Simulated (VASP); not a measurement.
# Sc5Al (P4/mmm) in VASP: a series of runs, part 2 of 2

VASP 6.6.1. Earlier steps stand in the parts before.

## 4. Single point, PBE (20.92 Å³/atom)

This run uses another cell than the first one, of 20.92 Å³/atom.

Contents of INCAR:

```
PREC = Accurate
ENCUT = 520
EDIFF = 1E-6
ISMEAR = 0
SIGMA = 0.1
LREAL = False
LASPH = True
NELM = 100
ALGO = Fast
ISIF = 2
LWAVE = False
LCHARG = False
GGA = PE
NBANDS = 38
```

Contents of KPOINTS:

```
Automatic mesh
0
Gamma
  12 12 4
```

Contents of POSCAR:

```
Sc5Al
1.0
    3.1474456912      0.0000000000      0.0000000000
    0.0000000000      3.1474456912      0.0000000000
    0.0000000000      0.0000000000     12.6727364648
Sc Al
5 1
Direct
    0.0000000000      0.0000000000      0.6461011471
    0.5000000000      0.5000000000      0.8241263917
    0.0000000000      0.0000000000      0.0000000000
    0.5000000000      0.5000000000      0.1758736083
    0.0000000000      0.0000000000      0.3538988529
    0.5000000000      0.5000000000      0.5000000000
```

Potentials or basis: VASP PAW PBE potentials, release 64 (Sc_sv, Al).

The run is started by

```sh
$ cat potpaw_PBE.64/Sc_sv/POTCAR potpaw_PBE.64/Al/POTCAR > POTCAR
$ mpirun -np 1 vasp_std > vasp.out
```

OUTCAR:

```text
PREC = Accurate
   ENCUT = 520
   EDIFF = 1E-6
   ISMEAR = 0
   LREAL = False
   LASPH = True
   NELM = 100
   ISIF = 2
   GGA = PE

 ion  position               nearest neighbor table
   1  0.000  0.000  0.646-   6 2.90   6 2.90   6 2.90   6 2.90   2 3.17   2 3.17   2 3.17   2 3.17

   2  0.500  0.500  0.824-   3 3.15   3 3.15   3 3.15   3 3.15   1 3.17   1 3.17   1 3.17   1 3.17

   3  0.000  0.000  0.000-   2 3.15   4 3.15   2 3.15   4 3.15   2 3.15   4 3.15   2 3.15   4 3.15

   4  0.500  0.500  0.176-   3 3.15   3 3.15   3 3.15   3 3.15   5 3.17   5 3.17   5 3.17   5 3.17

   5  0.000  0.000  0.354-   6 2.90   6 2.90   6 2.90   6 2.90   4 3.17   4 3.17   4 3.17   4 3.17

   6  0.500  0.500  0.500-   1 2.90   5 2.90   1 2.90   5 2.90   1 2.90   5 2.90   1 2.90   5 2.90

  LATTYP: Found a simple tetragonal cell.
 ALAT       =     3.1474456912
 C/A-ratio  =     4.0263558797

  Lattice vectors:

 A1 = (   3.1474456912,   0.0000000000,   0.0000000000)
 A2 = (   0.0000000000,   3.1474456912,   0.0000000000)
 A3 = (   0.0000000000,   0.0000000000,  12.6727364648)

[... 187 lines left out ...]
 cond. band min:       4.8756283938   @ k =   0.2500   0.1667   0.0000
 fundamental gap:      0.0026031323
 Fermi energy:         4.8731031314

 k-point     1 :       0.0000    0.0000    0.0000
  band No.  band energies     occupation
      1     -44.3146      2.00000
      2     -44.3107      2.00000
      3     -44.2527      2.00000
      4     -44.1969      2.00000
      5     -44.1646      2.00000
      6     -23.1281      2.00000
[... 973 lines left out ...]
     37       6.5507      0.00000
     38       6.9020      0.00000

 [... further k-points ...]

------------------------ aborting loop because EDIFF is reached ----------------------------------------

  FORCE on cell =-STRESS in cart. coord.  units (eV):
  Direction    XX          YY          ZZ          XY          YZ          ZX
  --------------------------------------------------------------------------------------
  -------------------------------------------------------------------------------------
  Total        5.0879213      5.0879213      5.1399373      0.0000000     -0.0000000      0.0000000
  in kB       64.9327913     64.9327913     65.5966266      0.0000000     -0.0000000      0.0000000
  external PRESSURE =      65.1540697 kB  Pullay stress =       0.0000000 kB

 VOLUME and BASIS-vectors are now :
 -----------------------------------------------------------------------------
  energy-cutoff  :      520.00
  volume of cell :      125.54
      direct lattice vectors                 reciprocal lattice vectors
     3.147445691  0.000000000  0.000000000     0.317717952  0.000000000  0.000000000
     0.000000000  3.147445691  0.000000000     0.000000000  0.317717952  0.000000000
     0.000000000  0.000000000 12.672736465     0.000000000  0.000000000  0.078909555

 POSITION                                       TOTAL-FORCE (eV/Angst)
 -----------------------------------------------------------------------------------
      0.00000      0.00000      8.18787        -0.000000      0.000000      0.003349
      1.57372      1.57372     10.44394        -0.000000      0.000000     -0.001145
      0.00000      0.00000      0.00000         0.000000      0.000000      0.000000
      1.57372      1.57372      2.22880         0.000000     -0.000000      0.001145
      0.00000      0.00000      4.48487         0.000000      0.000000     -0.003349
      1.57372      1.57372      6.33637         0.000000      0.000000      0.000000
 -----------------------------------------------------------------------------------
    total drift:                                0.000000     -0.000000      0.000000

  FREE ENERGIE OF THE ION-ELECTRON SYSTEM (eV)
  ---------------------------------------------------
  free  energy   TOTEN  =       -35.5633666503 eV

  energy  without entropy=      -35.5278514271  energy(sigma->0) =      -35.54560904
```

OSZICAR:

```text
N       E                     dE             d eps       ncg     rms          rms(c)
DAV:   1     0.112208102220E+04    0.11221E+04   -0.25140E+04  6400   0.161E+03
DAV:   2     0.459698793142E+02   -0.10761E+04   -0.10624E+04  8720   0.742E+02
DAV:   3    -0.350154206837E+02   -0.80985E+02   -0.78391E+02 10442   0.264E+02
[... 11 lines left out ...]
RMM:  15    -0.355633555086E+02   -0.11038E-04   -0.14792E-04  9129   0.619E-02    0.519E-03
RMM:  16    -0.355633630874E+02   -0.75788E-05   -0.79950E-05  8160   0.362E-02    0.257E-03
RMM:  17    -0.355633646610E+02   -0.15736E-05   -0.20049E-05  7208   0.236E-02    0.145E-03
RMM:  18    -0.355633662453E+02   -0.15843E-05   -0.11310E-05  6476   0.148E-02    0.920E-04
RMM:  19    -0.355633666503E+02   -0.40499E-06   -0.31630E-06  5947   0.109E-02
   1 F= -.35563367E+02 E0= -.35545609E+02  d E =-.355152E-01
```

It took 12 min on 1 thread of Intel Xeon Platinum 8259CL at 2.50GHz (Skylake/Cascade Lake), shared host; peak memory 0.44 GiB.

Results:

```yaml
Free_energy: -35.5634 eV
Pressure: 6.5 GPa
Largest_force: 0.003 eV/Å
Band_gap_on_the_k_mesh: zero (bands 29 and 30 overlap by 0.82 eV)
```

Forces on the atoms (eV/Å):
```
Sc   0.000  0.000  0.003
Sc   0.000  0.000 -0.001
Sc   0.000  0.000  0.000
Sc   0.000  0.000  0.001
Sc   0.000  0.000 -0.003
Al   0.000  0.000  0.000
```

Levels at points of the mesh, in eV from the Fermi level:
```csv
k point,band 26,band 27,band 28,band 29,band 30,band 31,band 32,band 33
"(0.00, 0.00, 0.00)",-1.44,-0.69,-0.27,0.06,0.90,1.42,1.56,1.74
"(0.50, 0.00, 0.00)",-1.36,-0.81,-0.37,0.31,0.33,0.33,0.66,0.95
"(0.50, 0.50, 0.00)",-1.33,-1.05,-0.65,-0.65,0.09,0.09,0.44,0.44
"(0.00, 0.00, 0.50)",-1.41,-0.64,-0.41,0.26,0.74,1.49,1.53,1.73
"(0.50, 0.00, 0.50)",-1.36,-0.79,-0.33,0.25,0.31,0.33,0.61,0.97
"(0.50, 0.50, 0.50)",-1.19,-1.17,-0.55,-0.55,-0.21,-0.21,0.93,0.96
```

Caveat: the cell stands under pressure.

## 5. Single point, PBE (21.61 Å³/atom)

This run uses another cell than the first one, of 21.61 Å³/atom.

Contents of INCAR:

```
SYSTEM = Sc5Al
  ALGO = Fast
  EDIFF = 1E-7
  ENCUT = 520
  GGA = PE
  ISIF = 2
  ISMEAR = 0
  LASPH = .True.
  LCHARG = .False.
  LREAL = .False.
  LWAVE = .False.
  NBANDS = 38
  NELM = 60
  PREC = Accurate
  SIGMA = 0.1
```

Contents of KPOINTS:

```
k-points
0
Gamma
  12 12 4
  0 0 0
```

Contents of POSCAR:

```
Sc5Al
1.0
    3.1835319340      0.0000000000      0.0000000000
    0.0000000000      3.1835319340      0.0000000000
    0.0000000000      0.0000000000     12.7954314338
Sc Al
5 1
Direct
    0.0000000000      0.0000000000      0.6452044290
    0.5000000000      0.5000000000      0.8235833138
    0.0000000000      0.0000000000      0.0000000000
    0.5000000000      0.5000000000      0.1764166862
    0.0000000000      0.0000000000      0.3547955710
    0.5000000000      0.5000000000      0.5000000000
```

The run is started by

```sh
$ cat potpaw_PBE.64/Sc_sv/POTCAR potpaw_PBE.64/Al/POTCAR > POTCAR
$ mpirun -np 1 vasp_std > vasp.out
```

Run time: 15 min. Hardware: 1 thread of Intel Xeon Platinum 8259CL at 2.50GHz (Skylake/Cascade Lake), shared host; peak memory 0.44 GiB.

The run converged. Its results:

* Free energy: -35.7009 eV
* Pressure: 4.1 GPa
* Largest force: 0.004 eV/Å
* Band gap on the k mesh: zero (bands 29 and 30 overlap by 0.78 eV)

Forces on the atoms (eV/Å):
```
Sc   0.000  0.000  0.004
Sc   0.000  0.000 -0.001
Sc   0.000  0.000  0.000
Sc   0.000  0.000  0.001
Sc   0.000  0.000 -0.004
Al   0.000  0.000  0.000
```

Levels at points of the mesh, in eV from the Fermi level:
```csv
k point,band 27,band 28,band 29,band 30,band 31,band 32
"(0.00, 0.00, 0.00)",-0.64,-0.23,0.07,0.89,1.39,1.49
"(0.50, 0.00, 0.00)",-0.81,-0.39,0.25,0.27,0.32,0.65
"(0.50, 0.50, 0.00)",-1.00,-0.60,-0.60,0.08,0.08,0.43
"(0.00, 0.00, 0.50)",-0.59,-0.38,0.27,0.73,1.45,1.46
"(0.50, 0.00, 0.50)",-0.78,-0.34,0.22,0.26,0.27,0.60
"(0.50, 0.50, 0.50)",-1.12,-0.52,-0.52,-0.19,-0.19,0.89
```

Caveat: the cell stands under pressure.

## 6. Summary

```tsv
cell	k mesh	gap on the mesh (eV)	pressure (GPa)
a = 3.252, b = 3.252, c = 13.047 Å, 6 atoms, atomic positions A	6 × 6 × 2	none	0.1
a = 3.110, b = 3.110, c = 12.550 Å, 6 atoms, atomic positions B	12 × 12 × 4	none	9.3
a = 3.147, b = 3.147, c = 12.673 Å, 6 atoms, atomic positions C	12 × 12 × 4	none	6.5
a = 3.184, b = 3.184, c = 12.795 Å, 6 atoms, atomic positions D	12 × 12 × 4	none	4.1
```

Alike in all rows: task single point; level PBE; potentials or basis VASP PAW PBE potentials, release 64 (Sc_sv, Al); no spin polarisation; cutoff (eV) 520; smearing gaussian 0.1 eV.

Caveats: the cell stands under pressure (at least some runs).

Total energies depend on the potentials used, so only differences within one code and one set of settings carry meaning.
